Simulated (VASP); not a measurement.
A run of VASP 6.6.1 is set up as follows.

INCAR

```
  PREC = Accurate
  ENCUT = 410
  EDIFF = 1E-6
  ISMEAR = -1
  SIGMA = 0.0655
  LREAL = False
  LASPH = True
  NELM = 120
  ALGO = Normal
  ISIF = 2
  LWAVE = False
  LCHARG = False
  GGA = PE
  IVDW = 12
  ISYM = -1
  NBANDS = 50
  GGA_COMPAT = False
```

The input KPOINTS:

```
explicit points
1
Reciprocal
  0.25000000   0.25000000   0.25000000 1
```

Contents of POSCAR:

```
Si8GeSb3S2
1.0
    6.9844320000     -0.0408370000     -0.0068710000
   -0.0408370000      6.8442120000     -0.2202700000
   -0.0068710000     -0.2202700000      7.0988770000
Ge S Sb Si
1 2 3 8
Direct
    0.4663546855      0.4906588213      0.8485743226
    0.7006557249      0.5298356540      0.5756610665
    0.3147130315      0.5654547417      0.2784591294
    0.0235409982      0.2335694867      0.5868467789
    0.0987902487      0.3509899162      0.0183960557
    0.9380705913      1.0289289577      0.2302262266
    0.2963040806      0.6817609215      0.5927276080
    0.4905618638      0.8516380680      0.1207445865
    0.8814580262      0.7478427951      0.7233283279
    0.5546552797      0.1679633961      0.2683689735
    0.3841771892      1.0358134296      0.5601718843
    0.7201939409      0.0632177192      0.7095015760
    0.4430295111      1.1241044847      0.9581486692
    0.7945700095      0.6216671982      0.0416499855
```

Potentials or basis: VASP PAW PBE potentials, release 64 (Ge_d, S, Sb, Si).

Command:

```console
$ cat potpaw_PBE.64/Ge_d/POTCAR potpaw_PBE.64/S/POTCAR potpaw_PBE.64/Sb/POTCAR potpaw_PBE.64/Si/POTCAR > POTCAR
$ mpirun -np 1 vasp_std > vasp.out
```

(1) Estimate the largest force.

(2) Predict the dispersion energy per atom.

(3) Estimate the band gap on the k mesh.

Answers

(1) 2.171 eV/Å.

(2) -0.338 eV.

(3) zero (an odd number of electrons rules out a gap without spin polarisation).

Caveat: the atoms stand as in a frame of molecular dynamics; spin-orbit coupling is left out, which moves the levels of the heavy elements.
